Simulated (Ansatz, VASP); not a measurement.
One calculation of Ti, two programs

```
Ti
1.0
     4.51529    0.00000    0.00000
    -2.25765    3.91036    0.00000
     0.00000    0.00000   28.99397
Ti
16
Direct
  0.00000 0.00000 0.25867
  0.33333 0.66667 0.30694
  0.66667 0.33333 0.30694
  0.00000 0.00000 0.35520
  0.33333 0.66667 0.40347
  0.66667 0.33333 0.40347
  0.00000 0.00000 0.45173
  0.33333 0.66667 0.50000
  0.66667 0.33333 0.50000
  0.00000 0.00000 0.54827
  0.33333 0.66667 0.59653
  0.66667 0.33333 0.59653
  0.00000 0.00000 0.64480
  0.33333 0.66667 0.69306
  0.66667 0.33333 0.69306
  0.00000 0.00000 0.74133
```

Alike in both runs: task single point; functional PBEsol; k mesh 9 × 9 × 1; occupations gaussian, width 0.1 eV; no spin polarisation.

|  | VASP | Ansatz |
| --- | --- | --- |
| version | VASP 6.6.1 | Ansatz 0.2.0 |
| potentials or method | VASP PAW PBE potentials, release 64 (Ti_sv), cutoff 520 eV | scalar-relativistic, plane waves, PAW |
| valence electrons in the cell | 192 | 192 |

Ansatz gave:

| Item | Value |
| --- | --- |
| gap on the k mesh at the Fermi level (eV) | none |
| rms of the force components (eV/Å) | 0.273 |
| work function, face that differs most (eV) | 3.22 |

Q: Which values does VASP return?

A: gap on the k mesh at the Fermi level (eV): none; rms of the force components (eV/Å): 0.274; work function, face that differs most (eV): 3.22.

VASP's potentials were made for PBE, not for PBEsol. Atom by atom the forces differ by 0.014 eV/Å (rms over components). A gap of «none» marks a metal or a gap that the smearing closes. Ansatz's warnings: xc potential rough in thin density.
